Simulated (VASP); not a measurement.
A run of VASP 6.6.1 is set up as follows.

INCAR

```
PREC = Accurate
ENCUT = 520
EDIFF = 1E-6
ISMEAR = 0
SIGMA = 0.1
LREAL = False
LASPH = True
NELM = 80
ALGO = Normal
ISIF = 2
LWAVE = False
LCHARG = True
GGA = PE
LELF = True
LVHAR = True
NBANDS = 22
```

The input KPOINTS:

```
Automatic mesh
0
Gamma
  6 6 4
```

POSCAR

```
Sb2P3H
1.0
    5.1031607278      0.0000000000      0.0000000000
   -2.5515803639      4.4194668299      0.0000000000
    0.0000000000      0.0000000000      5.4648082006
Sb H P
2 1 3
Direct
    0.3333333333      0.6666666667      0.0000000000
    0.6666666667      0.3333333333      0.0000000000
    0.0000000000      0.0000000000      0.5000000000
    0.5000000000      0.0000000000      0.5000000000
    0.0000000000      0.5000000000      0.5000000000
    0.5000000000      0.5000000000      0.5000000000
```

Potentials or basis: VASP PAW PBE potentials, release 64 (Sb, H, P).

Run with:

```bash
$ cat potpaw_PBE.64/Sb/POTCAR potpaw_PBE.64/H/POTCAR potpaw_PBE.64/P/POTCAR > POTCAR
$ mpirun -np 1 vasp_std > vasp.out
```

(1) Estimate the band gap on the k mesh.

(2) What does it give for the pressure?

Results:

(1) zero (band 13 reaches 7.52 eV, above the bottom of band 14 at 5.74 eV).

(2) -0.1 GPa.

Caveat: spin-orbit coupling is left out, which moves the levels of the heavy elements.
